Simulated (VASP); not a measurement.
# O (P-1) in VASP: electric field gradients with PBE

Aim: the electric field gradients of O with PBE.

Program: VASP 6.6.1. These are calculated values, not measurements. Logs are shortened: lines on timing, memory, paths and dates and some standing lists are left out, and cuts for length are marked.

**1. The cell of the first run**

The typed cell holds 2 atoms: a = 3.884 Å, b = 3.605 Å, c = 2.527 Å, α = 79.95°, β = 66.92°, γ = 40.79°.

**2. Electric field gradients, PBE (equal xy, yz and zx shear strains of -4 %)**

INCAR

```
SYSTEM = O
ALGO = Normal ; EDIFF = 1E-8
ENCUT = 520 ; GGA = PE
ISIF = 2 ; ISMEAR = -1
LASPH = .TRUE. ; LCHARG = .FALSE.
LEFG = .TRUE. ; LREAL = .FALSE.
LWAVE = .FALSE. ; NBANDS = 13
NELM = 60 ; PREC = Accurate
SIGMA = 0.01
```

KPOINTS

```
k-points
0
G
  12 12 12
  0 0 0
```

POSCAR

```
O
1.0
   -0.1090480000      2.0406530000      3.3026990000
    1.4114530000     -0.0964640000      3.3152830000
    1.4361990000      2.0779830000     -0.0717180000
O
2
Direct
    0.0871000000      0.0871000000      0.9129000000
    0.9129000000      0.9129000000      0.0871000000
```

Potentials or basis: VASP PAW PBE potentials, release 64 (O).

Run with:

```sh
> cat potpaw_PBE.64/O/POTCAR > POTCAR
> mpirun -np 1 vasp_std > vasp.out
```

OUTCAR:

```text
SYSTEM = O
   EDIFF = 1E-8
   ENCUT = 520
   GGA = PE
   ISIF = 2
   ISMEAR = -1
   LASPH = .TRUE.
   LREAL = .FALSE.
   NELM = 60
   PREC = Accurate

 ion  position               nearest neighbor table
   1  0.087  0.087  0.913-   2 1.17
   2  0.913  0.913  0.087-   1 1.17

  Warning from LATTYP: Got some problem with cell dimensions!
  Tried to take original basis but could not verify dimensions!
  LATTYP: Found a triclinic cell.
 ALAT       =     2.5270188736
 B/A-ratio  =     1.9880676726
 C/A-ratio  =     1.0379232487
 COS(alpha) =     0.0023333183
 COS(beta)  =     0.3406841852
 COS(gamma) =     0.7029828328

  Lattice vectors:

 A1 = (   1.4361990000,   2.0779830000,  -0.0717180000)
 A2 = (   2.9814460000,   2.1153130000,  -3.4461350000)
 A3 = (  -1.5205010000,   2.1371170000,  -0.0125840000)

Analysis of symmetry for initial positions (statically):
=====================================================================
 Subroutine PRICEL returns:
 Original cell was already a primitive cell.

 Routine SETGRP: Setting up the symmetry group for a
 triclinic supercell.

 Subroutine GETGRP returns: Found  2 space group operations
 (whereof  2 operations were pure point group operations)
 out of a pool of  2 trial point group operations.

The static configuration has the point symmetry S_2 .

Analysis of symmetry for dynamics (positions and initial velocities):
=====================================================================
 Subroutine PRICEL returns:
 Original cell was already a primitive cell.

 Routine SETGRP: Setting up the symmetry group for a
 triclinic supercell.

 Subroutine GETGRP returns: Found  2 space group operations
 (whereof  2 operations were pure point group operations)
 out of a pool of  2 trial point group operations.

The dynamic configuration has the point symmetry S_2 .

 Subroutine INISYM returns: Found  2 space group operations
 (whereof  2 operations are pure point group operations),
 and found     1 'primitive' translations

----------------------------------------------------------------------------------------

                                     Primitive cell
[... 133 lines left out ...]
  ext. energy  EPLUGINS =         0.00000000
  ---------------------------------------------------
  free energy    TOTEN  =        -9.29826999 eV

  energy without entropy =       -9.29789291  energy(sigma->0) =       -9.29808145

 E-fermi :   1.4567     XC(G=0):  -9.9118

 val. band max:        1.4560288519   @ k =   0.1667  -0.2500   0.4167
 cond. band min:       1.4591019611   @ k =  -0.4167   0.0000   0.2500
 fundamental gap:      0.0030731092
 Fermi energy:         1.4567491800

 k-point     1 :       0.0000    0.0000    0.0000
  band No.  band energies     occupation
      1     -27.3842      2.00000
      2     -12.5401      2.00000
      3      -8.1935      2.00000
      4      -5.2063      2.00000
      5      -4.7861      2.00000
      6       2.0032      0.00000
      7       2.6130      0.00000
      8      10.8751      0.00000
      9      13.6225      0.00000
     10      16.9700      0.00000
     11      21.2300      0.00000
     12      22.2460      0.00000
     13      26.6196      0.00000
[... 354 lines left out ...]
  band No.  band energies     occupation
      1     -27.2342      2.00000
      2     -13.1870      2.00000
      3      -6.9841      2.00000
      4      -5.8260      2.00000
      5      -4.9121      2.00000
      6       1.7294      0.00000
      7       2.5933      0.00000
      8      10.9204      0.00000
      9      13.1358      0.00000
     10      16.3079      0.00000
     11      19.7749      0.00000
     12      24.6223      0.00000
     13      26.5977      0.00000

 [... further k-points ...]
[... 5 lines left out ...]
  --------------------------------------------------------------------------------------
  -------------------------------------------------------------------------------------
  Total       -0.1286952     -0.7267811      7.9990300      0.1119168      0.2548019      0.1983478
  in kB       -9.9046632    -55.9346420    615.6225766      8.6133554     19.6101029     15.2652765
  external PRESSURE =     183.2610905 kB  Pullay stress =       0.0000000 kB

 VOLUME and BASIS-vectors are now :
 -----------------------------------------------------------------------------
  energy-cutoff  :      520.00
  volume of cell :       20.82
      direct lattice vectors                 reciprocal lattice vectors
    -0.109048000  2.040653000  3.302699000    -0.330592409  0.233581314  0.147543312
     1.411453000 -0.096464000  3.315283000     0.336698763 -0.227474960  0.151668010
     1.436199000  2.077983000 -0.071718000     0.340283679  0.241290928 -0.137852042

 POSITION                                       TOTAL-FORCE (eV/Angst)
 -----------------------------------------------------------------------------------
      1.42455      2.06633      0.51095         0.038276      0.188293      5.698945
      1.31406      1.95584      6.03531        -0.038276     -0.188293     -5.698945
 -----------------------------------------------------------------------------------
    total drift:                                0.000000      0.000000      0.000000

  FREE ENERGIE OF THE ION-ELECTRON SYSTEM (eV)
  ---------------------------------------------------
  free  energy   TOTEN  =        -9.2982699899 eV

  energy  without entropy=       -9.2978929072  energy(sigma->0) =       -9.29808145

 Electric field gradients (V/A^2)
---------------------------------------------------------------------
 ion       V_xx      V_yy      V_zz      V_xy      V_xz      V_yz
---------------------------------------------------------------------
   1     -62.556   -50.885   113.441    -0.972    -3.743    -4.362
   2     -62.556   -50.885   113.441    -0.972    -3.743    -4.362
---------------------------------------------------------------------

 Electric field gradients after diagonalization (V/A^2)
 (convention: |V_zz| > |V_xx| > |V_yy|)
----------------------------------------------------------------------
 ion       V_xx      V_yy      V_zz     asymmetry (V_yy - V_xx)/ V_zz
----------------------------------------------------------------------
   1     -62.732   -50.903   113.635       0.104
   2     -62.732   -50.903   113.635       0.104
----------------------------------------------------------------------

           NMR quadrupolar parameters

 Cq : quadrupolar parameter    Cq=e*Q*V_zz/h
 eta: asymmetry parameters     (V_yy - V_xx)/ V_zz
 Q  : nuclear electric quadrupole moment in mb (millibarn)
----------------------------------------------------------------------
 ion       Cq(MHz)       eta       Q (mb)
----------------------------------------------------------------------
   1       0.275       0.104       1.000
   2       0.275       0.104       1.000
----------------------------------------------------------------------
```

OSZICAR:

```text
N       E                     dE             d eps       ncg     rms          rms(c)
DAV:   1     0.367606078603E+02    0.36761E+02   -0.65218E+03 23058   0.865E+02
DAV:   2    -0.842431070542E+01   -0.45185E+02   -0.43464E+02 28875   0.188E+02
DAV:   3    -0.964390111555E+01   -0.12196E+01   -0.12051E+01 25403   0.276E+01
DAV:   4    -0.964704360853E+01   -0.31425E-02   -0.31422E-02 25933   0.171E+00
DAV:   5    -0.964705490806E+01   -0.11300E-04   -0.11300E-04 25532   0.932E-02    0.472E+00
DAV:   6    -0.935969298502E+01    0.28736E+00   -0.25774E-01 25553   0.466E+00    0.246E+00
DAV:   7    -0.929580557530E+01    0.63887E-01   -0.23044E-01 26733   0.428E+00    0.506E-01
DAV:   8    -0.929824098838E+01   -0.24354E-02   -0.15056E-02 23358   0.107E+00    0.844E-02
DAV:   9    -0.929826476636E+01   -0.23778E-04   -0.21504E-04 27153   0.133E-01    0.295E-02
DAV:  10    -0.929826980496E+01   -0.50386E-05   -0.26203E-05 23498   0.518E-02    0.676E-03
DAV:  11    -0.929827029301E+01   -0.48805E-06   -0.42931E-06 24748   0.187E-02    0.469E-03
DAV:  12    -0.929826994792E+01    0.34509E-06   -0.65677E-07 25468   0.757E-03    0.841E-04
DAV:  13    -0.929826998155E+01   -0.33629E-07   -0.78651E-08 23473   0.250E-03    0.183E-04
DAV:  14    -0.929826998995E+01   -0.83929E-08   -0.82543E-10 14564   0.281E-04
   1 F= -.92982700E+01 E0= -.92980814E+01  d E =-.377083E-03
```

It took 3.9 min on 1 thread of Oxide Virtual Turin-like, shared host; peak memory 0.25 GiB.

What came out:

```
Free energy            : -9.2983 eV
Pressure               : 18.3 GPa
Largest force          : 5.702 eV/Å
Band gap on the k mesh : zero (band 6 reaches 2.53 eV, above the bottom of band 7 at 0.90 eV)
```

Forces in eV/Å, atoms in the order of the input:
```
O    0.038  0.188  5.699
O   -0.038 -0.188 -5.699
```

Electric field gradients, principal values (V/Å²):
```csv
atom,least,middle,greatest (by size)
1 O,-50.903,-62.732,113.635
2 O,-50.903,-62.732,113.635
```

Caveat: the cell differs from its parent crystal (equal xy, yz and zx shear strains of -4 %); the standard files for N, O and F lose accuracy on very short bonds; spin is off for a triplet molecule; without QUAD_EFG the Cq values of the log hold for a quadrupole moment of 1 mb, not for the nuclei; forces of over 1 eV/Å act on the atoms, so gaps and moduli don't describe the material at rest.
